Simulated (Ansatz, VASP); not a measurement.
Two plane-wave programs on SiO2

```
Si O
1.0
     4.18010    0.00000    0.00000
     0.00000    4.18010    0.00000
     0.00000    0.00000    2.78910
Si O
2 4
Direct
  0.50000 0.50000 0.50000
  0.00000 0.00000 0.00000
  0.69443 0.69443 0.00000
  0.19443 0.80557 0.50000
  0.30557 0.30557 0.00000
  0.80557 0.19443 0.50000
```

Alike in both runs: task single point; functional LDA; k mesh 6 × 6 × 8; occupations gaussian, width 0.05 eV; no spin polarisation.

|  | VASP | Ansatz |
| --- | --- | --- |
| version | VASP 6.6.1 | Ansatz 0.2.0 |
| potentials or method | VASP PAW LDA potentials, release 64 (Si, O), cutoff 520 eV | scalar-relativistic, plane waves, PAW |
| valence electrons in the cell | 32 | 32 |

Ansatz gave:

- gap on the k mesh at the Fermi level (eV): 4.62
- least direct gap on the mesh (eV): 4.62
- pressure (GPa): -18.9
- traceless stress, the component that is largest in VASP (GPa): -13.17
- rms of the force components (eV/Å): 0.024

**Question.** What did VASP give for the same quantities?

**Answer.** gap on the k mesh at the Fermi level (eV): 4.62; least direct gap on the mesh (eV): 4.62; pressure (GPa): -18.0; traceless stress, the component that is largest in VASP (GPa): -12.76; rms of the force components (eV/Å): 0.016.

Ansatz warns that its potentials were made for another functional, while VASP's fit it. LDA's correlation is that of Perdew and Zunger in VASP and of Perdew and Wang (1992) in Ansatz. Atom by atom the forces differ by 0.008 eV/Å (rms over components).
